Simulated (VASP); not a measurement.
Set up this calculation in VASP 6.6.1, as the native input.

| Property | Result |
| --- | --- |
| Task | single point |
| Functional | PBEsol |
| Potentials or basis | VASP PAW PBE potentials, release 64 (W_sv, S) |
| Cutoff | 520 eV |
| k mesh | 12 × 12 × 2 |
| Occupations | gaussian, width 0.05 eV |
| Spin | no spin polarisation |
| Dipole correction | no |
| Further INCAR settings | ALGO = Normal; EDIFF = 1e-07; NBANDS = 35 |

The structure of WS2 lies in POSCAR:

```
WS2
1.0
    3.1458813836      0.0000000000      0.0000000000
   -1.5729406918      2.7244131955      0.0000000000
    0.0000000000      0.0000000000     24.0388064038
W S
2 4
Direct
    0.3333333333      0.6666666667      0.6345758579
    0.6666666667      0.3333333333      0.3654241421
    0.3333333333      0.6666666667      0.2989469828
    0.6666666667      0.3333333333      0.5680493466
    0.3333333333      0.6666666667      0.4319506534
    0.6666666667      0.3333333333      0.7010530172
```

This cell differs from its parent crystal: strain +0.0200 x Voigt [0, 0, 1, 0, 0, 0].

These files were run (other wordings do the same):

INCAR

```
  ALGO = Normal
  EDIFF = 1E-7
  ENCUT = 520
  GGA = PS
  ISIF = 2
  ISMEAR = 0
  LASPH = T
  LCHARG = T
  LELF = T
  LREAL = F
  LVHAR = T
  LWAVE = F
  NBANDS = 35
  NELM = 60
  PREC = Accurate
  SIGMA = 0.05
```

KPOINTS

```
k-points
0
Gamma
  12 12 2
```

Potentials or basis: VASP PAW PBE potentials, release 64 (W_sv, S).

Launch:

```sh
$ cat potpaw_PBE.64/W_sv/POTCAR potpaw_PBE.64/S/POTCAR > POTCAR
$ mpirun -np 1 vasp_std > vasp.out
```

It gave:

```yaml
Largest_force: 0.594 eV/Å
Band_gap_on_the_k_mesh: 1.60 eV (least direct gap 1.99 eV)
```

Caveat: the cell differs from its parent crystal (strain +0.0200 x Voigt [0, 0, 1, 0, 0, 0]); there is no dipole correction, which matters where the two faces differ; the PAW data sets were made with another functional, which shifts forces and pressure a little; spin-orbit coupling is left out, which moves the levels of the heavy elements.

Run time: 3 min on 1 thread of Intel(R) Xeon(R) 6975P-C (Granite Rapids) (shared host), peak memory 0.43 GiB.
